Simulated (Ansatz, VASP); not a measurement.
This is a calculation of CdS for VASP 6.6.1.

The input INCAR:

```
SYSTEM = CdS
ALGO = Normal
EDIFF = 1E-6
ENCUT = 540
GGA = PS
GGA_COMPAT = .False.
ISIF = 2
ISMEAR = -1
LASPH = .True.
LCHARG = .False.
LREAL = .False.
LWAVE = .False.
NBANDS = 20
NELM = 120
PREC = Accurate
SIGMA = 0.05
```

The input KPOINTS:

```
k-points
0
Gamma
  8 8 8
  0 0 0
```

The input POSCAR:

```
CdS
1.0
    0.0000000000      2.6970395763      2.6970395763
    2.6970395763      0.0000000000      2.6970395763
    2.6970395763      2.6970395763      0.0000000000
Cd S
1 1
Direct
    0.0000000000      0.0000000000      0.0000000000
    0.5000000000      0.5000000000      0.5000000000
```

Potentials or basis: VASP PAW PBE potentials, release 64 (Cd_sv_GW, S).

Command:

```bash
$ cat potpaw_PBE.64/Cd_sv_GW/POTCAR potpaw_PBE.64/S/POTCAR > POTCAR
$ mpirun -np 1 vasp_std > vasp.out
```

Translate it to Ansatz 0.2.0. Potentials there: Ansatz PAW.

As run (the cutoff follows the program's own potentials):

The input input.yaml:

```yaml
crystal:
  lattice:
    - [0.0, 2.6970395763, 2.6970395763]
    - [2.6970395763, 0.0, 2.6970395763]
    - [2.6970395763, 2.6970395763, 0.0]
  atoms:
    - { symbol: Cd, position: [0.0, 0.0, 0.0] }
    - { symbol: S, position: [0.5, 0.5, 0.5] }
hamiltonian:
  xc: pbesol
  pseudopotentials: { kind: paw }
kpoints:
  mp_grid: { grid: [8, 8, 8] }
scf:
  occupations: { method: fermi_dirac, width: 0.05 }
output:
  forces: true
  stress: true
  eigenvalues: true
```

Potentials or basis: Ansatz PAW.

Command:

```sh
$ ansatz run input.yaml --threads 2 --pin off --max-ram 5632MiB --backend cpu --events-out ev --progress --plain --runs-dir out
```

Both were run:

|  | VASP | Ansatz | Ansatz less VASP |
| --- | --- | --- | --- |
| pressure (GPa) | -1.0 | 0.1 | +1.17 |

VASP's potentials were made for PBE, not for PBEsol.
